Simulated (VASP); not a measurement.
# Ga27As26H (a cell with a defect) in VASP: single point with PBE

Aim: the single point of Ga27As26H (a cell with a defect) with PBE.

Program: VASP 6.6.1. These are calculated values, not measurements. Logs are shortened: lines on timing, memory, paths and dates and some standing lists are left out, and cuts for length are marked.

### 1 The cell of the first run

The cell holds a defect, 54 atoms: a = 11.993 Å, b = 11.993 Å, c = 11.993 Å, α = 60.00°, β = 60.00°, γ = 60.00°.

### 2 Single point, PBE, collinear spin

File INCAR:

```
PREC = Accurate ; ENCUT = 520
EDIFF = 1E-7 ; ISMEAR = 0
SIGMA = 0.05 ; LREAL = Auto
LASPH = T ; NELM = 150
ALGO = Normal ; ISIF = 2
LWAVE = F ; LCHARG = F
ISPIN = 2 ; MAGMOM = 0.2 0.2 0 0.2 0 0 0 0 0 0.2 0 0 0 0 0 0 0 0 0 0 0 0 0 0 0 0 0 0.2 0 0 0 0 0 0 0 0 0 0 0 0 0 0 0 0 0 0 0 0 0 0 0 0 0 0
LORBIT = 11 ; GGA = PE
NBANDS = 278 ; NELECT = 483.0
NCORE = 4
```

File KPOINTS:

```
regular mesh
0
Gamma
  1 1 1
```

File POSCAR:

```
Ga27As26H
1.0
    0.0000000000      8.4805500000      8.4805500000
    8.4805500000      0.0000000000      8.4805500000
    8.4805500000      8.4805500000      0.0000000000
Ga H As
27 1 26
Direct
   -0.0069869146      0.0115778744      0.0114826218
   -0.0069973777      0.0115998595      0.3172577675
    0.0026089351      0.0002767588      0.6652278783
   -0.0069121091      0.3173387566      0.0114691791
   -0.0042524150      0.3340011253      0.3338338468
   -0.0042495586      0.3339915166      0.6697827829
    0.0026623824      0.6654173348      0.0000870099
   -0.0042421334      0.6698604004      0.3338720467
    0.0026651522      0.6654145837      0.6651806005
    0.3497435628     -0.0056627614     -0.0053753047
    0.3308543343      0.0009734865      0.3312338759
    0.3308624868      0.0009678981      0.6702830312
    0.3308640000      0.3312735259      0.0009122109
    0.3235324648      0.3366102053      0.3366097053
    0.3308594179      0.3312744686      0.6703073886
    0.3309873125      0.6702252992      0.0009161926
    0.3309817659      0.6702362206      0.3312209362
    0.3330758873      0.6668035330      0.6667352811
    0.6730570146     -0.0016117663     -0.0016733988
    0.6545004027      0.0033803843      0.3377382313
    0.6730668743     -0.0016157542      0.6635795309
    0.6545616491      0.3377154940      0.0033349786
    0.6545526428      0.3377200795      0.3377489332
    0.6644645332      0.3339994095      0.6674461073
    0.6733439838      0.6634443950     -0.0017172385
    0.6644857732      0.6674994271      0.3339272808
    0.6644880539      0.6674956014      0.6674439927
    0.1929792507      0.0462798935      0.0470256533
    0.0805487966      0.0841952950      0.4099794091
    0.0805571238      0.0841842476      0.7586199864
    0.0805565207      0.4101800991      0.0840378225
    0.0742358556      0.4197750248      0.4196765089
    0.0805521524      0.4101759987      0.7585902722
    0.0806542678      0.7587095371      0.0840614604
    0.0806504680      0.7587277850      0.4099218972
    0.0839155989      0.7499321142      0.7497494718
    0.4250562482      0.0818711109      0.0818303206
    0.4046577575      0.0863861952      0.4211509516
    0.4250683887      0.0818712402      0.7445771059
    0.4047135267      0.4211081120      0.0863705854
    0.4047059148      0.4211181939      0.4211656861
    0.4144879801      0.4166097801      0.7511286102
    0.4254080498      0.7442702833      0.0818355831
    0.4145093836      0.7511751004      0.4165397562
    0.4145112406      0.7511685854      0.7511306942
    0.7433264278      0.0883971528      0.0884015914
    0.7433252925      0.0884020507      0.4132275006
    0.7534663762      0.0834537335      0.7482184905
    0.7434252860      0.4131170883      0.0884094313
    0.7450896622      0.4176551506      0.4175975085
    0.7450923253      0.4176508822      0.7530153057
    0.7535255382      0.7482775434      0.0833699417
    0.7451043007      0.7530642890      0.4175942225
    0.7535293502      0.7482733245      0.7481819304
```

Potentials or basis: VASP PAW PBE potentials, release 64 (Ga_d, H, As).

On the command line:

```sh
$ cat potpaw_PBE.64/Ga_d/POTCAR potpaw_PBE.64/H/POTCAR potpaw_PBE.64/As/POTCAR > POTCAR
$ mpirun -np 4 vasp_gam > vasp.out
```

OUTCAR:

```text
PREC = Accurate
   ENCUT = 520
   EDIFF = 1E-7
   ISMEAR = 0
   LREAL = Auto
   LASPH = T
   NELM = 150
   ISIF = 2
   ISPIN = 2
   LORBIT = 11
   GGA = PE
   NELECT = 483.0

 ion  position               nearest neighbor table
   1  0.993  0.012  0.011-  46 2.45  30 2.48  34 2.48
   2  0.993  0.012  0.317-  47 2.45  29 2.48  35 2.48
   3  0.003  0.000  0.665-  48 2.44  36 2.45  30 2.50  29 2.50
   4  0.993  0.317  0.011-  49 2.45  33 2.48  31 2.48
   5  0.996  0.334  0.334-  31 2.45  29 2.45  32 2.45  50 2.45
   6  0.996  0.334  0.670-  33 2.45  30 2.45  32 2.45  51 2.45
   7  0.003  0.665  0.000-  52 2.44  36 2.45  31 2.50  34 2.50
   8  0.996  0.670  0.334-  35 2.45  34 2.45  32 2.45  53 2.45
   9  0.003  0.665  0.665-  54 2.44  36 2.45  33 2.50  35 2.50
  10  0.350  0.994  0.995-  28 1.54  39 2.45  37 2.45  43 2.45
[... 15 lines left out ...]
  26  0.664  0.667  0.334-  50 2.45  53 2.45  44 2.45  52 2.45
  27  0.664  0.667  0.667-  51 2.45  53 2.45  45 2.45  54 2.45
  28  0.193  0.046  0.047-  10 1.54
  29  0.081  0.084  0.410-   5 2.45  11 2.45   2 2.48   3 2.50
  30  0.081  0.084  0.759-   6 2.45  12 2.45   1 2.48   3 2.50
  31  0.081  0.410  0.084-   5 2.45  13 2.45   4 2.48   7 2.50
  32  0.074  0.420  0.420-  14 2.44   8 2.45   5 2.45   6 2.45
  33  0.081  0.410  0.759-   6 2.45  15 2.45   4 2.48   9 2.50
  34  0.081  0.759  0.084-   8 2.45  16 2.45   1 2.48   7 2.50
[... 18 lines left out ...]
  53  0.745  0.753  0.418-  27 2.45  26 2.45  20 2.45   8 2.45
  54  0.754  0.748  0.748-   9 2.44  25 2.45  21 2.45  27 2.45

  LATTYP: Found a face centered cubic cell.
 ALAT       =    16.9611000000

  Lattice vectors:

 A1 = (   0.0000000000,   8.4805500000,   8.4805500000)
 A2 = (   8.4805500000,   0.0000000000,   8.4805500000)
 A3 = (   8.4805500000,   8.4805500000,   0.0000000000)

Analysis of symmetry for initial positions (statically):
=====================================================================
 Subroutine PRICEL returns:
 Original cell was already a primitive cell.

 Routine SETGRP: Setting up the symmetry group for a
 face centered cubic supercell.

 Subroutine GETGRP returns: Found  1 space group operations
 (whereof  1 operations were pure point group operations)
 out of a pool of 48 trial point group operations.

The static configuration has the point symmetry C_1 .

Analysis of symmetry for dynamics (positions and initial velocities):
=====================================================================
 Subroutine PRICEL returns:
 Original cell was already a primitive cell.

 Routine SETGRP: Setting up the symmetry group for a
 face centered cubic supercell.

 Subroutine GETGRP returns: Found  1 space group operations
 (whereof  1 operations were pure point group operations)
 out of a pool of 48 trial point group operations.
[... 240 lines left out ...]
  free energy    TOTEN  =      -200.39140583 eV

  energy without entropy =     -200.36319635  energy(sigma->0) =     -200.37730109

 E-fermi :   4.5805     XC(G=0):  -9.4771

 val. band max:        4.5804554449   @ k =   0.0000   0.0000   0.0000
 cond. band min:       4.5804562722   @ k =   0.0000   0.0000   0.0000
 fundamental gap:      0.0000008273
 Fermi energy:         4.5804558585

 spin component 1

 k-point     1 :       0.0000    0.0000    0.0000
  band No.  band energies     occupation
      1     -11.1281      1.00000
      2     -11.1281      1.00000
      3     -11.1268      1.00000
      4     -11.1226      1.00000
      5     -11.1225      1.00000
      6     -11.1198      1.00000
[... 245 lines left out ...]
    252       5.3946      0.00000
    253       5.4311      0.00000
 Fermi energy:         4.5804558585

 spin component 2

 k-point     1 :       0.0000    0.0000    0.0000
  band No.  band energies     occupation
      1     -11.1281      1.00000
      2     -11.1281      1.00000
      3     -11.1268      1.00000
      4     -11.1226      1.00000
      5     -11.1225      1.00000
      6     -11.1198      1.00000
[... 245 lines left out ...]
    252       5.3946      0.00000
    253       5.4311      0.00000
 [bands above 253 left out]

------------------------ aborting loop because EDIFF is reached ----------------------------------------

  FORCE on cell =-STRESS in cart. coord.  units (eV):
  Direction    XX          YY          ZZ          XY          YZ          ZX
  --------------------------------------------------------------------------------------
  -------------------------------------------------------------------------------------
  Total       49.0083855     49.0083097     48.9892537     -3.7296463      3.7088376     -3.7088171
  in kB       64.3693206     64.3692211     64.3441923     -4.8986473      4.8713165     -4.8712896
  external PRESSURE =      64.3609113 kB  Pullay stress =       0.0000000 kB

 VOLUME and BASIS-vectors are now :
 -----------------------------------------------------------------------------
  energy-cutoff  :      520.00
  volume of cell :     1219.84
      direct lattice vectors                 reciprocal lattice vectors
     0.000000000  8.480550000  8.480550000    -0.058958440  0.058958440  0.058958440
     8.480550000  0.000000000  8.480550000     0.058958440 -0.058958440  0.058958440
     8.480550000  8.480550000  0.000000000     0.058958440  0.058958440 -0.058958440

 POSITION                                       TOTAL-FORCE (eV/Angst)
 -----------------------------------------------------------------------------------
      0.19557      8.51868      8.51948         0.004195     -0.013480     -0.013478
      2.78889     11.11173      8.51958         0.013151     -0.004047     -0.012883
      5.64385      5.66362      0.02447         0.010699     -0.010635     -0.042419
      2.78847      8.51920     11.11314         0.013072     -0.012819     -0.005768
      5.66361     11.27558     11.27700         0.036810     -0.030246     -0.031178
      8.51256     14.12464     11.27694         0.030014     -0.036884     -0.031143
[... 46 lines left out ...]
      9.92783      9.86032     12.70529         0.002951     -0.002864      0.007855
     12.69076     12.73534     12.73611         0.005805      0.006933      0.007022
 -----------------------------------------------------------------------------------
    total drift:                               -0.027333      0.029576      0.024302

  FREE ENERGIE OF THE ION-ELECTRON SYSTEM (eV)
  ---------------------------------------------------
  free  energy   TOTEN  =      -200.3914058281 eV

  energy  without entropy=     -200.3631963489  energy(sigma->0) =     -200.37730109

 total charge

# of ion       s       p       d       tot
------------------------------------------
    1        0.926   0.675   9.972  11.573
    2        0.926   0.675   9.972  11.573
    3        0.869   0.790   9.992  11.651
    4        0.926   0.675   9.972  11.573
    5        0.854   0.834   9.997  11.686
    6        0.854   0.834   9.997  11.686
[... 46 lines left out ...]
   53        1.191   1.663   0.028   2.881
   54        1.188   1.666   0.028   2.881
--------------------------------------------------
tot         54.898  64.967 270.607 390.472

 magnetization (x)

# of ion       s       p       d       tot
------------------------------------------
    1       -0.000   0.000   0.000   0.000
    2       -0.000  -0.000  -0.000  -0.000
    3        0.000   0.000  -0.000   0.000
    4       -0.000   0.000   0.000   0.000
    5        0.000   0.000  -0.000   0.000
    6        0.000   0.000  -0.000   0.000
[... 46 lines left out ...]
   53        0.000   0.000   0.000   0.000
   54        0.000   0.000   0.000   0.000
--------------------------------------------------
tot          0.000   0.000   0.000   0.000
```

It took 6.2 min on 4 MPI ranks of Intel Xeon Platinum 8375C at 2.90GHz (Ice Lake), shared host; peak memory 0.63 GiB.

What came out:

| Property | Result |
| --- | --- |
| Free energy | -200.3914 eV |
| Largest force | 0.074 eV/Å |
| Net moment | 0.00 μB per cell |
| Valence electrons inside the program's atomic spheres | Ga 11.57, 11.65, 11.69, 11.78, 11.68; H 0.57; As 2.85, 2.88 |

Forces in eV/Å, atoms in the order of the input:
```
Ga   0.004 -0.013 -0.013
Ga   0.013 -0.004 -0.013
Ga   0.011 -0.011 -0.042
Ga   0.013 -0.013 -0.006
Ga   0.037 -0.030 -0.031
Ga   0.030 -0.037 -0.031
Ga   0.012 -0.042 -0.011
Ga   0.031 -0.031 -0.034
Ga   0.042 -0.012 -0.011
Ga  -0.005  0.005  0.003
Ga  -0.031  0.037 -0.013
Ga  -0.037  0.031 -0.013
Ga  -0.029 -0.013  0.038
Ga  -0.010  0.010  0.012
Ga   0.013  0.030  0.038
Ga  -0.037 -0.013  0.030
Ga   0.014  0.036  0.030
Ga  -0.019  0.019  0.019
Ga  -0.034  0.007  0.007
Ga  -0.029  0.029 -0.012
Ga  -0.007  0.034  0.007
Ga  -0.027 -0.013  0.029
Ga   0.013  0.027  0.029
Ga   0.006 -0.006  0.012
Ga  -0.008  0.008  0.034
Ga   0.006  0.012 -0.006
Ga  -0.012 -0.006 -0.006
H   -0.043  0.043  0.042
As  -0.011  0.016 -0.017
As  -0.015  0.011 -0.017
As  -0.014 -0.017  0.015
As  -0.004  0.005  0.005
As   0.017  0.013  0.015
As  -0.017 -0.017  0.013
As   0.016  0.016  0.012
As  -0.005  0.004  0.005
As   0.001 -0.011 -0.012
As   0.013 -0.013 -0.001
As   0.011  0.000 -0.011
As   0.013 -0.001 -0.014
As   0.001 -0.013 -0.014
As   0.003 -0.003 -0.010
As   0.014 -0.014  0.003
As   0.004 -0.009 -0.003
As   0.010 -0.004 -0.004
As  -0.004 -0.033 -0.033
As   0.033  0.004 -0.033
As  -0.007  0.008 -0.007
As   0.032 -0.033  0.003
As  -0.009 -0.001 -0.002
As   0.002  0.009 -0.002
As  -0.007 -0.006  0.007
As   0.003 -0.003  0.008
As   0.006  0.007  0.007
```

Levels at points of the mesh, in eV from the Fermi level:
Spin up:
```csv
k point,band 239,band 240,band 241,band 242,band 243,band 244
"(0.00, 0.00, 0.00)",-0.84,-0.84,-0.54,0.00,0.36,0.36
```
Spin down:
```csv
k point,band 239,band 240,band 241,band 242,band 243,band 244
"(0.00, 0.00, 0.00)",-0.84,-0.84,-0.54,0.00,0.36,0.36
```

Caveat: the k points lie up to 0.64 Å⁻¹ apart; the cell carries a net charge on a neutralising background, which shifts energy and pressure; the cell is charged against a uniform background, so pressure and absolute levels hang on convention.
